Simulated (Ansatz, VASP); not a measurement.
**Two plane-wave programs on SiSeF2**

```xyz
4
Lattice="2.4981 -5.3568 0.0000 2.4981 5.3568 0.0000 0.0000 0.0000 2.7976" Properties=species:S:1:pos:R:3 pbc="T T T"
Si    0.0000    0.0000    0.0000
Se    2.4981    0.0000    1.3988
F     2.4981   -4.0309    1.3988
F     2.4981    4.0309    1.3988
```

Alike in both runs: functional PBE; k mesh 4 × 4 × 4; occupations gaussian, width 0.1 eV; no spin polarisation.

Ansatz relaxed the structure, and its values are those at the end. VASP's run is a single point on that final structure, the one shown.

|  | VASP | Ansatz |
| --- | --- | --- |
| version | VASP 6.6.1 | Ansatz 0.2.0 |
| potentials or method | VASP PAW PBE potentials, release 64 (Si, Se, F), cutoff 520 eV | scalar-relativistic, plane waves, PAW |
| valence electrons in the cell | 24 | 34 |

VASP gave:

```
gap on the k mesh at the Fermi level (eV) : none
pressure (GPa)                            : 0.2
rms of the force components (eV/Å)        : 0.023
```

Task: Estimate Ansatz's values.

Result: gap on the k mesh at the Fermi level (eV): none; pressure (GPa): 0.1; rms of the force components (eV/Å): 0.005.

A gap of «none» marks a metal or a gap that the smearing closes. With one functional, cell and mesh, what is left measures potentials, basis and numerics. VASP's potentials hold 24 valence electrons a cell and Ansatz's 34, so a difference there can come from the potentials and not from the codes.

The k mesh is coarse, so the values compare programs but aren't converged.
